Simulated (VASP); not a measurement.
# Al2Cu (Cm) in VASP: a series of runs

The runs below take Al2Cu through single point, with PBEsol.

All numbers are computed with VASP 6.6.1; they aren't measurements. Logs are shortened: lines on timing, memory, paths and dates and some standing lists are left out, and cuts for length are marked.

**1. The cell of the first run**

The structure is monoclinic, space group Cm (No. 8). The conventional cell has a = 5.776 Å, b = 5.776 Å, c = 2.846 Å, α = 90.00°, β = 90.00°, γ = 90.00°. Al (site symmetry 1) has 4 Cu at 2.16 to 2.85 Å and 6 Al at 2.85 to 2.89 Å within 2.9 Å. Within 2.9 Å of Cu (site symmetry m) lie 8 Al at 2.16 to 2.85 Å and 2 Cu at 2.85 Å.

**2. Single point, PBEsol (atom 3 (Cu) moved by (-0.300, -0.300) A along [1 1 0] and z)**

INCAR reads:

```
SYSTEM = Al2Cu
PREC = Accurate
ENCUT = 520
EDIFF = 1E-6
ISMEAR = 0
SIGMA = 0.15
LREAL = .False.
LASPH = .True.
NELM = 100
ALGO = Fast
ISIF = 2
LWAVE = .False.
LCHARG = .True.
GGA = PS
LELF = .True.
LVHAR = .True.
NBANDS = 16
```

KPOINTS reads:

```
Automatic mesh
0
Gamma
  12 12 16
  0 0 0
```

POSCAR reads:

```
Al2Cu
1.0
    4.0841721965      0.0000000000      0.0000000000
    0.0000000000      4.0841721965      0.0000000000
    0.0000000000      0.0000000000      2.8463947513
Al Cu
2 1
Direct
    0.5000000000      0.0000000000      0.5000000000
    0.0000000000      0.5000000000      0.5000000000
   -0.0519400319     -0.0519400319     -0.1053964844
```

Potentials or basis: VASP PAW PBE potentials, release 64 (Al, Cu).

Started as:

```bash
$ cat potpaw_PBE.64/Al/POTCAR potpaw_PBE.64/Cu/POTCAR > POTCAR
$ mpirun -np 1 vasp_std > vasp.out
```

OUTCAR:

```text
SYSTEM = Al2Cu
   PREC = Accurate
   ENCUT = 520
   EDIFF = 1E-6
   ISMEAR = 0
   LREAL = .False.
   LASPH = .True.
   NELM = 100
   ISIF = 2
   GGA = PS

 ion  position               nearest neighbor table
   1  0.500  0.000  0.500-   3 2.16   3 2.52   3 2.53   3 2.85   2 2.89   2 2.89   2 2.89   2 2.89

   2  0.000  0.500  0.500-   3 2.16   3 2.52   3 2.53   3 2.85   1 2.89   1 2.89   1 2.89   1 2.89

   3  0.948  0.948  0.895-   1 2.16   2 2.16   1 2.52   2 2.52   1 2.53   2 2.53   2 2.85   1 2.85

  LATTYP: Found a simple tetragonal cell.
 ALAT       =     4.0841721965
 C/A-ratio  =     0.6969330906

  Lattice vectors:

 A1 = (   4.0841721965,   0.0000000000,   0.0000000000)
 A2 = (   0.0000000000,   4.0841721965,   0.0000000000)
 A3 = (   0.0000000000,   0.0000000000,   2.8463947513)

Analysis of symmetry for initial positions (statically):
=====================================================================
 Subroutine PRICEL returns:
 Original cell was already a primitive cell.

 Routine SETGRP: Setting up the symmetry group for a
 simple tetragonal supercell.

 Subroutine GETGRP returns: Found  2 space group operations
 (whereof  2 operations were pure point group operations)
 out of a pool of 16 trial point group operations.

The static configuration has the point symmetry C_1h.

Analysis of symmetry for dynamics (positions and initial velocities):
=====================================================================
 Subroutine PRICEL returns:
 Original cell was already a primitive cell.

 Routine SETGRP: Setting up the symmetry group for a
 simple tetragonal supercell.

 Subroutine GETGRP returns: Found  2 space group operations
 (whereof  2 operations were pure point group operations)
 out of a pool of 16 trial point group operations.

The dynamic configuration has the point symmetry C_1h.

 Subroutine INISYM returns: Found  2 space group operations
 (whereof  2 operations are pure point group operations),
 and found     1 'primitive' translations

----------------------------------------------------------------------------------------

                                     Primitive cell

  volume of cell :      47.4792

  direct lattice vectors                    reciprocal lattice vectors
     4.084172196  0.000000000  0.000000000     0.244847659  0.000000000  0.000000000
     0.000000000  4.084172196  0.000000000     0.000000000  0.244847659  0.000000000
     0.000000000  0.000000000  2.846394751     0.000000000  0.000000000  0.351321615

  length of vectors
     4.084172196  4.084172196  2.846394751     0.244847659  0.244847659  0.351321615

  position of ions in fractional coordinates (direct lattice)
     0.500000000  0.000000000  0.500000000
     0.000000000  0.500000000  0.500000000
     0.948059968  0.948059968  0.894603516

  ion indices of the primitive-cell ions
   primitive index   ion index
                 1           1
                 2           2
                 3           3

----------------------------------------------------------------------------------------

 KPOINTS: Automatic mesh

Automatic generation of k-mesh.
 Grid dimensions read from file:
 generate k-points for:   12   12   16

 Generating k-lattice:

  Cartesian coordinates                     Fractional coordinates (reciprocal lattice)
     0.020403972  0.000000000  0.000000000     0.083333333  0.000000000  0.000000000
     0.000000000  0.020403972  0.000000000     0.000000000  0.083333333  0.000000000
     0.000000000  0.000000000  0.021957601     0.000000000  0.000000000  0.062500000

  Length of vectors
     0.020403972  0.020403972  0.021957601

  Shift w.r.t. Gamma in fractional coordinates (k-lattice)
     0.000000000  0.000000000  0.000000000

 Subroutine IBZKPT returns following result:
 ===========================================

 Found    632 irreducible k-points:

 Following reciprocal coordinates:
            Coordinates               Weight
  0.000000  0.000000  0.000000      1.000000
  0.083333  0.000000  0.000000      4.000000
  0.166667  0.000000  0.000000      4.000000
  0.250000  0.000000  0.000000      4.000000
  0.333333  0.000000  0.000000      4.000000
  0.416667  0.000000  0.000000      4.000000
[... 16 lines left out ...]
  0.333333  0.166667  0.000000      4.000000
 -0.166667  0.333333  0.000000      4.000000
 [... further k-points ...]
   k-points           NKPTS =    632   k-points in BZ     NKDIM =    632   number of bands    NBANDS=     16
   number of dos      NEDOS =    301   number of ions     NIONS =      3
   total plane-waves  NPLWV =  21600
   dimension x,y,z NGX =    30 NGY =   30 NGZ =   24
   dimension x,y,z NGXF=    60 NGYF=   60 NGZF=   48
   ions per type =               2   1
   NGX,Y,Z   is equivalent  to a cutoff of  12.21, 12.21, 14.02 a.u.
   NGXF,Y,Z  is equivalent  to a cutoff of  24.42, 24.42, 28.03 a.u.
 SYSTEM =  Al2Cu
   PREC   = accura    normal or accurate (medium, high low for compatibility)
   ISTART =      0    job   : 0-new  1-cont  2-samecut
   ICHARG =      2    charge: 1-file 2-atom 10-const
   ISPIN  =      1    spin polarized calculation?
   LNONCOLLINEAR =      F non collinear calculations
   LSORBIT =      F    spin-orbit coupling
   LASPH  =      T    aspherical Exc in radial PAW
   ENCUT  =  520.0 eV  38.22 Ry    6.18 a.u.   7.59  7.59  5.29*2*pi/ulx,y,z
   NELM   =    100;   NELMIN=  2; NELMDL= -5     # of ELM steps
   EDIFF  = 0.1E-05   stopping-criterion for ELM
   LREAL  =      F    real-space projection
   EDIFFG = 0.1E-04   stopping-criterion for IOM
   NSW    =      0    number of steps for IOM
   IBRION =     -1    ionic relax: 0-MD 1-quasi-New 2-CG
   NFREE  =      0    steps in history (QN), initial steepest desc. (CG)
   ISIF   =      2    stress and relaxation
   ISYM   =      2    0-nonsym 1-usesym 2-fastsym
   POTIM  = 0.5000    time-step for ionic-motion
   TEBEG  =    0.0;   TEEND  =   0.0 temperature during run
   PSTRESS=    0.0 pullay stress
   NELECT =      17.0000    total number of electrons
   NUPDOWN=      -1.0000    fix difference up-down
   EMIN   =  10.00;   EMAX   =-10.00  energy-range for DOS
   EFERMI =   0.00;   METHOD = LEGACY
   ISMEAR =     0;   SIGMA  =   0.15  broadening in eV -4-tet -1-fermi 0-gaus
   EFERMI_NEDOS =   21; number of points for ismear=-14 and -15
   IALGO  =     68    algorithm
   IMIX   =      4    mixing-type and parameters
     AMIX     =   0.40;   BMIX     =  1.00
     AMIX_MAG =   1.60;   BMIX_MAG =  1.00
  volume/ion in A,a.u.               =      15.83       106.80
  Fermi-wavevector in a.u.,A,eV,Ry     =   1.162492  2.196792 18.386753  1.351388
  Thomas-Fermi vector in A             =   2.299053
   LORBIT       =      0    0 simple, 1 ext, 2 COOP (PROOUT), +10 PAW based schemes
   GGA     = PS    functional components
   LHFCALC =     F    Hartree Fock is set to
   AEXX    =    0.0000 exact exchange contribution
   IVDW    =     0    specifies the selected vdW correction
   LEPSILON=     F    determine dielectric tensor
   LRPA    =     F    only Hartree local field effects (RPA)
 non-spin polarized calculation
 RMM-DIIS sequential band-by-band and
 Gauss-broadening in eV      SIGMA  =   0.15
  energy-cutoff  :      520.00
  volume of cell :       47.48
 maximum number of plane-waves:      1295
   NGX = 15   NGY = 15   NGZ = 11

 number of electron      16.9999986 magnetization

 Free energy of the ion-electron system (eV)
  ---------------------------------------------------
  ext. energy  EPLUGINS =         0.00000000
  ---------------------------------------------------
  free energy    TOTEN  =       -11.90409939 eV

  energy without entropy =      -11.89508161  energy(sigma->0) =      -11.89959050

 E-fermi :   7.2756     XC(G=0): -10.5704

 val. band max:        7.2605177503   @ k =   0.4167   0.1667   0.3125
 cond. band min:       7.2829175825   @ k =   0.5000   0.5000   0.5000
 fundamental gap:      0.0223998322
 Fermi energy:         7.2755742936

 k-point     1 :       0.0000    0.0000    0.0000
  band No.  band energies     occupation
      1      -3.3710      2.00000
      2       1.6085      2.00000
      3       2.0531      2.00000
      4       2.7114      2.00000
      5       2.8943      2.00000
      6       2.9995      2.00000
[... 8 lines left out ...]
     15      14.7991      0.00000
     16      19.5012      0.00000

 k-point     2 :       0.0833    0.0000    0.0000
  band No.  band energies     occupation
      1      -3.3121      2.00000
      2       1.5820      2.00000
      3       2.0442      2.00000
      4       2.6934      2.00000
      5       2.8925      2.00000
      6       2.9972      2.00000
[... 8 lines left out ...]
     15      15.4112      0.00000
     16      19.6663      0.00000

 k-point     3 :       0.1667    0.0000    0.0000
  band No.  band energies     occupation
      1      -3.1369      2.00000
      2       1.4550      2.00000
      3       2.0223      2.00000
      4       2.6478      2.00000
      5       2.8812      2.00000
      6       2.9894      2.00000
[... 8 lines left out ...]
     15      16.8270      0.00000
     16      19.2257      0.00000

 k-point     4 :       0.2500    0.0000    0.0000
  band No.  band energies     occupation
      1      -2.8518      2.00000
      2       1.0972      2.00000
      3       2.0074      2.00000
      4       2.5909      2.00000
      5       2.8285      2.00000
      6       2.9706      2.00000
[... 8 lines left out ...]
     15      18.3763      0.00000
     16      18.4867      0.00000
[... 324 lines left out ...]
 k-point    22 :      -0.1667    0.2500    0.0000
  band No.  band energies     occupation
      1      -2.6151      2.00000
      2       1.1718      2.00000
      3       1.9259      2.00000
      4       2.4402      2.00000
      5       2.8607      2.00000
      6       2.9605      2.00000
[... 8 lines left out ...]
     15      17.8861      0.00000
     16      18.6007      0.00000

 k-point    23 :       0.3333    0.1667    0.0000
  band No.  band energies     occupation
      1      -2.2400      2.00000
      2       0.6718      2.00000
      3       1.9007      2.00000
      4       2.4761      2.00000
      5       2.7411      2.00000
      6       2.9478      2.00000
[... 8 lines left out ...]
     15      17.8351      0.00000
     16      19.2828      0.00000

 k-point    24 :      -0.1667    0.3333    0.0000
  band No.  band energies     occupation
      1      -2.2350      2.00000
      2       0.6508      2.00000
      3       1.9408      2.00000
      4       2.3937      2.00000
      5       2.7704      2.00000
      6       2.9378      2.00000
[... 8 lines left out ...]
     15      17.8150      0.00000
     16      19.1021      0.00000

 [... further k-points ...]

------------------------ aborting loop because EDIFF is reached ----------------------------------------

  FORCE on cell =-STRESS in cart. coord.  units (eV):
  Direction    XX          YY          ZZ          XY          YZ          ZX
  --------------------------------------------------------------------------------------
  -------------------------------------------------------------------------------------
  Total        2.4906970      2.4906970      1.6721090     -0.6507622      1.3927724      1.3927723
  in kB       84.0481699     84.0481699     56.4250492    -21.9598668     46.9988814     46.9988789
  external PRESSURE =      74.8404630 kB  Pullay stress =       0.0000000 kB

 VOLUME and BASIS-vectors are now :
 -----------------------------------------------------------------------------
  energy-cutoff  :      520.00
  volume of cell :       47.48
      direct lattice vectors                 reciprocal lattice vectors
     4.084172196  0.000000000  0.000000000     0.244847659  0.000000000  0.000000000
     0.000000000  4.084172196  0.000000000     0.000000000  0.244847659  0.000000000
     0.000000000  0.000000000  2.846394751     0.000000000  0.000000000  0.351321615

 POSITION                                       TOTAL-FORCE (eV/Angst)
 -----------------------------------------------------------------------------------
      2.04209      0.00000      1.42320        -2.046219      0.197238     -1.185971
      0.00000      2.04209      1.42320         0.197238     -2.046219     -1.185971
      3.87204      3.87204      2.54639         1.848982      1.848982      2.371942
 -----------------------------------------------------------------------------------
    total drift:                               -0.000190     -0.000190      0.000729

  FREE ENERGIE OF THE ION-ELECTRON SYSTEM (eV)
  ---------------------------------------------------
  free  energy   TOTEN  =       -11.9040993940 eV

  energy  without entropy=      -11.8950816137  energy(sigma->0) =      -11.89959050
```

Run time: 4 min. Hardware: 1 thread of Intel Xeon 6975P-C (Granite Rapids), shared host; peak memory 0.52 GiB.

Results:

* Free energy: -11.9041 eV
* Pressure: 7.5 GPa
* Largest force: 3.530 eV/Å
* Band gap on the k mesh: zero (an odd number of electrons rules out a gap without spin polarisation)

Forces in eV/Å, atoms in the order of the input:
```
Al  -2.046  0.197 -1.186
Al   0.197 -2.046 -1.186
Cu   1.849  1.849  2.372
```

Levels at points of the mesh, in eV from the Fermi level:
| k point | band 5 | band 6 | band 7 | band 8 | band 9 | band 10 | band 11 | band 12 | band 13 | band 14 |
| --- | --- | --- | --- | --- | --- | --- | --- | --- | --- | --- |
| (0.00, 0.00, 0.00) | -4.38 | -4.28 | -2.41 | -2.28 | -0.12 | 0.79 | 6.15 | 6.22 | 6.39 | 7.22 |
| (0.50, 0.00, 0.00) | -4.65 | -4.35 | -4.26 | -1.00 | 1.32 | 1.83 | 2.06 | 7.97 | 8.52 | 9.30 |
| (0.50, 0.50, 0.00) | -4.67 | -4.53 | -4.34 | -4.25 | -2.56 | 8.74 | 8.75 | 9.65 | 9.75 | 10.16 |
| (0.00, 0.00, 0.50) | -5.04 | -4.38 | -3.12 | 1.65 | 1.94 | 2.62 | 2.97 | 3.32 | 3.85 | 4.40 |
| (0.50, 0.00, 0.50) | -4.50 | -4.37 | -3.11 | -2.52 | -1.63 | 3.38 | 3.90 | 4.66 | 5.55 | 6.24 |
| (0.50, 0.50, 0.50) | -4.26 | -3.35 | -2.26 | -2.23 | -0.79 | -0.71 | 0.01 | 0.07 | 2.29 | 12.13 |

Caveat: the cell differs from its parent crystal (atom 3 (Cu) moved by (-0.300, -0.300) A along [1 1 0] and z); the cell stands under pressure; the PAW data sets were made with another functional, which shifts forces and pressure a little.

**3. Single point, PBEsol (atom 3 (Cu) moved by (-0.300, -0.150) A along [1 1 0] and z)**

INCAR reads:

```
ALGO = Fast ; EDIFF = 1E-6
ENCUT = 520 ; GGA = PS
ISIF = 2 ; ISMEAR = 0
LASPH = True ; LCHARG = False
LREAL = False ; LWAVE = False
NBANDS = 16 ; NELM = 60
PREC = Accurate ; SIGMA = 0.15
```

KPOINTS reads:

```
k-points
0
Gamma
  12 12 16
```

POSCAR: that of step 2 with these lines changed.

```diff
@@ -10,2 +10,2 @@
     0.0000000000      0.5000000000      0.5000000000
-   -0.0519400319     -0.0519400319     -0.1053964844
+   -0.0519400319     -0.0519400319     -0.0526982422
```

Potentials or basis: VASP PAW PBE potentials, release 64 (Al, Cu).

Started as:

```bash
$ cat potpaw_PBE.64/Al/POTCAR potpaw_PBE.64/Cu/POTCAR > POTCAR
$ mpirun -np 1 vasp_std > vasp.out
```

It took 4.4 min on 1 thread of Intel Xeon 6975P-C (Granite Rapids), shared host; peak memory 0.53 GiB.

It converged, with:

```
Free energy            : -12.1727 eV
Pressure               : 4.4 GPa
Largest force          : 2.498 eV/Å
Band gap on the k mesh : zero (an odd number of electrons rules out a gap without spin polarisation)
```

Forces in eV/Å, atoms in the order of the input:
```
Al  -1.690  0.141 -0.601
Al   0.141 -1.690 -0.601
Cu   1.549  1.549  1.201
```

Stress tensor (GPa, compression positive):
```
 4.42 -1.69  2.41
-1.69  4.42  2.41
 2.41  2.41  4.38
```

Levels at points of the mesh, in eV from the Fermi level:
```tsv
k point	band 5	band 6	band 7	band 8	band 9	band 10	band 11	band 12	band 13	band 14
(0.00, 0.00, 0.00)	-4.30	-4.20	-2.45	-2.32	-0.10	0.81	6.19	6.21	6.36	7.18
(0.50, 0.00, 0.00)	-4.52	-4.30	-4.20	-1.04	1.31	1.86	2.04	7.79	8.43	9.38
(0.50, 0.50, 0.00)	-4.53	-4.41	-4.30	-4.21	-2.54	8.67	8.71	9.51	9.61	10.15
(0.00, 0.00, 0.50)	-4.93	-4.26	-3.11	1.86	2.13	2.57	2.89	3.29	3.68	4.23
(0.50, 0.00, 0.50)	-4.41	-4.28	-3.06	-2.53	-1.67	3.71	3.85	4.37	5.56	6.14
(0.50, 0.50, 0.50)	-4.11	-3.45	-2.25	-2.23	-0.81	-0.75	0.03	0.06	2.31	12.06
```

Caveat: the cell differs from its parent crystal (atom 3 (Cu) moved by (-0.300, -0.150) A along [1 1 0] and z); the cell stands under pressure; the PAW data sets were made with another functional, which shifts forces and pressure a little.
